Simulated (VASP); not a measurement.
Input of a VASP 6.6.1 run:

The input INCAR:

```
SYSTEM = Ge
ALGO = Normal
EDIFF = 1E-6
ENCUT = 500
GGA = LIBXC
GGA_COMPAT = .FALSE.
ISIF = 2
ISMEAR = 0
ISPIN = 2
LASPH = .TRUE.
LCHARG = .FALSE.
LIBXC1 = GGA_X_PBE
LIBXC2 = GGA_C_PBE_SOL
LORBIT = 11
LREAL = .FALSE.
LWAVE = .FALSE.
MAGMOM = 0.5 -0.5
NBANDS = 25
NELM = 200
PREC = Accurate
SIGMA = 0.15
```

File KPOINTS:

```
k-points
0
G
  8 8 8
  0 0 0
```

File POSCAR:

```
Ge
1.0
    0.0000000000      2.8476450493      2.8476450493
    2.8476450493      0.0000000000      2.8476450493
    2.8476450493      2.8476450493      0.0000000000
Ge
2
Direct
    0.7500000000      0.7500000000      0.7500000000
    0.5000000000      0.5000000000      0.5000000000
```

Potentials or basis: VASP PAW PBE potentials, release 64 (Ge_d).

The run is started by

```console
$ cat potpaw_PBE.64/Ge_d/POTCAR > POTCAR
$ mpirun -np 1 vasp_std > vasp.out
```

Q: What does it give for the band gap on the k mesh?

A: Zero (filled and empty bands touch).

Q: What does it give for the net moment?

A: 0.00 μB per cell.

Caveat: semilocal functionals underestimate gaps, so a narrow gap can read as zero.
